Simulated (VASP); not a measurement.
Write the native input for VASP 6.6.1 that does the following.

```yaml
Task: relaxation of the atoms
Functional: LDA
Potentials_or_basis: VASP PAW LDA potentials, release 64 (C)
Cutoff: 520 eV
k_mesh: 12 × 4 × 1
Occupations: gaussian, width 0.1 eV
Spin: no spin polarisation
Dipole_correction: yes
Atoms_held_fixed_from_0: "[0, 1, 2]"
Further_INCAR_settings: ALGO = Normal; EDIFF = 1e-06; ISYM = 0; IBRION = 2; EDIFFG = -0.03; NSW = 70
```

The structure of C lies in POSCAR:

```
C
1.0
    2.4444537617      0.0000000000      0.0000000000
   -1.2222268809      8.7842777898      0.0000000000
    0.0000000000      0.0000000000     18.7939850884
C
6
Selective dynamics
Direct
    0.0387187685      0.0774375370      0.3724595910  F F F
    0.5483984606      0.0967969212      0.4088997079  F F F
    0.5677578448      0.1355156897      0.4817799416  F F F
    0.0774375370      0.1548750739      0.5182200584  T T T
    0.0967969212      0.1935938424      0.5911002921  T T T
    0.6064766133      0.2129532266      0.6275404090  T T T
```

These files were run (other wordings do the same):

INCAR

```
PREC = Accurate
ENCUT = 520
EDIFF = 1E-6
ISMEAR = 0
SIGMA = 0.1
LREAL = F
LASPH = T
NELM = 100
ALGO = Normal
ISIF = 2
LWAVE = F
LCHARG = F
LDIPOL = T
IDIPOL = 3
DIPOL = 0.5 0.5 0.500
GGA = CA
IBRION = 2
NSW = 70
EDIFFG = -0.03
ISYM = 0
LUSENCCL = F
```

KPOINTS

```
regular mesh
0
Gamma
  12 4 1
```

Potentials or basis: VASP PAW LDA potentials, release 64 (C).

The run is started by

```sh
$ cat potpaw_LDA.64/C/POTCAR > POTCAR
$ mpirun -np 1 vasp_std > vasp.out
```

Results of the run:

```json
{
 "Energy gained by relaxing": "22.4 meV/atom",
 "Ionic steps": "8",
 "Band gap on the k mesh": "0.10 eV"
}
```

Wall time 6 min on 1 × NVIDIA H100 80GB with 1 thread of Intel(R) Xeon(R) Platinum 8481C CPU @ 2.70GHz (Sapphire Rapids), on a shared host, peak memory 1.4 GiB.
